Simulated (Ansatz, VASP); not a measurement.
Given: the input of a run of Ansatz 0.2.0 on I.

Contents of input.yaml:

```yaml
crystal:
  lattice:
    - [2.5383465792, -3.7066249365, 0.0]
    - [2.5383465792, 3.7066249365, 0.0]
    - [-1.620874837, 0.0, 2.3810977968]
  atoms:
    - { symbol: I, position: [0.5, 0.5, 0.5] }
kpoints:
  mp_grid: { grid: [7, 7, 11] }
scf:
  occupations: { method: fermi_dirac, width: 0.05 }
hamiltonian:
  xc: pbe
  pseudopotentials: { kind: all_electron, lapw: { basis_error: 0.001 } }
output:
  forces: true
  stress: true
  eigenvalues: true
  populations: true
```

Potentials or basis: all-electron LAPW, scalar-relativistic.

Run with:

```console
$ ansatz run input.yaml --threads 1 --pin off --max-ram 3072MiB --backend cpu --events-out ev --progress --plain --runs-dir out
```

Problem. Set up the same calculation for VASP 6.6.1. Potentials there: VASP PAW PBE potentials, release 64 (I).

Solution. As run (the cutoff follows the program's own potentials):

File INCAR:

```
SYSTEM = I
PREC = Accurate
ENCUT = 520
EDIFF = 1E-6
ISMEAR = -1
SIGMA = 0.05
LREAL = .FALSE.
LASPH = .TRUE.
NELM = 100
ALGO = Normal
ISIF = 2
LWAVE = .FALSE.
LCHARG = .FALSE.
GGA = PE
NBANDS = 10
```

File KPOINTS:

```
Automatic mesh
0
G
  7 7 11
  0 0 0
```

The input POSCAR:

```
I
1.0
    2.5383465792     -3.7066249365      0.0000000000
    2.5383465792      3.7066249365      0.0000000000
   -1.6208748370      0.0000000000      2.3810977968
I
1
Direct
    0.5000000000      0.5000000000      0.5000000000
```

Potentials or basis: VASP PAW PBE potentials, release 64 (I).

Launch:

```sh
$ cat potpaw_PBE.64/I/POTCAR > POTCAR
$ mpirun -np 1 vasp_std > vasp.out
```

Both were run:

|  | VASP | Ansatz | Ansatz less VASP |
| --- | --- | --- | --- |
| gap on the k mesh at the Fermi level (eV) | none | none | - |
| pressure (GPa) | 1.1 | 1.1 | +0.06 |
| traceless stress, the component that is largest in VASP (GPa) | -0.66 | -0.76 | -0.098 |

A gap of «none» marks a metal or a gap that the smearing closes. Ansatz ran all-electron here, and VASP with PAW potentials.

Neither program's run includes spin-orbit coupling.
